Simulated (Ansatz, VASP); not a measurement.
**P in VASP and in Ansatz**

```
CELL_PARAMETERS angstrom
3.28373 0.00000 0.00000
0.00000 34.85703 0.00000
0.00000 0.00000 4.63208
ATOMIC_POSITIONS crystal
P 0.00000 0.97026 0.59215
P 0.00000 0.02974 0.40785
P 0.50000 0.02974 0.09215
P 0.50000 0.97026 0.90785
```

Alike in both runs: task single point; functional PBE; k mesh 8 × 1 × 6; occupations gaussian, width 0.05 eV; no spin polarisation.

```csv
,VASP,Ansatz
version,VASP 6.6.1,Ansatz 0.2.0
potentials or method,"VASP PAW PBE potentials, release 64 (P), cutoff 520 eV","scalar-relativistic, plane waves, PAW"
valence electrons in the cell,20,20
```

Ansatz gave:

```
gap on the k mesh at the Fermi level (eV) : 0.92
least direct gap on the mesh (eV)         : 0.92
rms of the force components (eV/Å)        : 0.207
```

Q: Estimate VASP's values.

A: gap on the k mesh at the Fermi level (eV): 0.94; least direct gap on the mesh (eV): 0.94; rms of the force components (eV/Å): 0.179.

Atom by atom the forces differ by 0.029 eV/Å (rms over components). With one functional, cell and mesh, what is left measures potentials, basis and numerics.
